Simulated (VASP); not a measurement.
Wanted: the native input for a VASP 6.6.1 run.

| Property | Result |
| --- | --- |
| Task | single point |
| Functional | PBE |
| Potentials or basis | VASP PAW PBE potentials, release 64 (Sn_d, As) |
| Cutoff | 520 eV |
| k mesh | 3 × 3 × 4 |
| Occupations | gaussian, width 0.2 eV |
| Spin | no spin polarisation |
| Dipole correction | no |
| Further INCAR settings | ALGO = Fast; EDIFF = 1e-07; NBANDS = 52 |

The structure of Sn5As3 lies in POSCAR:

```
Sn5As3
1.0
    7.8241116088      0.0000000000      0.0000000000
   -3.9120558044      6.7758794153      0.0000000000
    0.0000000000      0.0000000000      3.9230820527
Sn As
5 3
Direct
    0.6666666667      0.3333333333      0.5000000000
    0.3333333333      0.6666666667      0.5000000000
    0.0000000000      0.2276329727      0.5000000000
    0.2276329727      0.0000000000      0.5000000000
    0.7723670273      0.7723670273      0.5000000000
    0.0000000000      0.6666773825      0.0000000000
    0.3333226175      0.3333226175      0.0000000000
    0.6666773825      0.0000000000      0.0000000000
```

The cell was generated, and may not be a known phase.

The input as run:

INCAR

```
SYSTEM = Sn5As3
PREC = Accurate
ENCUT = 520
EDIFF = 1E-7
ISMEAR = 0
SIGMA = 0.2
LREAL = .FALSE.
LASPH = .TRUE.
NELM = 60
ALGO = Fast
ISIF = 2
LWAVE = .FALSE.
LCHARG = .FALSE.
GGA = PE
NBANDS = 52
```

KPOINTS

```
regular mesh
0
G
  3 3 4
  0 0 0
```

Potentials or basis: VASP PAW PBE potentials, release 64 (Sn_d, As).

Run with:

```bash
$ cat potpaw_PBE.64/Sn_d/POTCAR potpaw_PBE.64/As/POTCAR > POTCAR
$ mpirun -np 1 vasp_std > vasp.out
```

It gave:

| Property | Result |
| --- | --- |
| Pressure | -0.1 GPa |
| Largest force | 0.018 eV/Å |
| Band gap on the k mesh | zero (an odd number of electrons rules out a gap without spin polarisation) |

Caveat: the k points lie up to 0.40 Å⁻¹ apart, too coarse for converged energies and pressures of a metal; spin-orbit coupling is left out, which moves the levels of the heavy elements.

Run time: 67 s on 1 thread of Intel(R) Xeon(R) 6975P-C (Granite Rapids) (shared host), peak memory 0.35 GiB.
